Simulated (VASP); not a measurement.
The system is Be.

```
Be
1.0
     2.28530    0.00000    0.00000
    -1.14265    1.97913    0.00000
     0.00000    0.00000    3.58420
Be
2
Cartesian
  1.1427 0.6597 2.6882
  0.0000 1.3194 0.8961
```

```yaml
Program: VASP 6.6.1
Task: relaxation of cell and atoms
Functional: PBEsol
Potentials_or_basis: VASP PAW PBE potentials, release 64 (Be)
Cutoff: 600 eV
k_mesh: 13 × 13 × 8
Occupations: fermi-dirac, width 0.05 eV
Spin: no spin polarisation
```

At the start: pressure -3.5 GPa; volume 8.11 Å³/atom.

Problem. Where does the relaxation end?

Solution. Over 5 steps the energy falls by 2.7 meV/atom and the volume is 7.86 Å³/atom (-3.0 %); space group P6_3/mmc (No. 194, to 0.05 Å).

Step by step:
```
step  energy change (eV)  largest force (eV/Å)  pressure (GPa)  volume (Å³)
   1              0.0000                0.0000           -3.51        16.21
   2             -0.0052                0.0000           -0.46        15.80
   3             -0.0053                0.0000           -0.03        15.74
   4             -0.0053                0.0000            0.04        15.73
   5             -0.0053                0.0000            0.06        15.73
```

Final structure:
```yaml
crystal:
  lattice:
    - [2.26326, 0.00000, 0.00000]
    - [-1.13163, 1.96004, 0.00000]
    - [0.00000, 0.00000, 3.54579]
  atoms:
    - { symbol: Be, position: [0.66667, 0.33333, 0.75000] }
    - { symbol: Be, position: [0.33333, 0.66667, 0.25000] }
```

Caveat: the PAW data sets were made with another functional, which shifts forces and pressure a little.
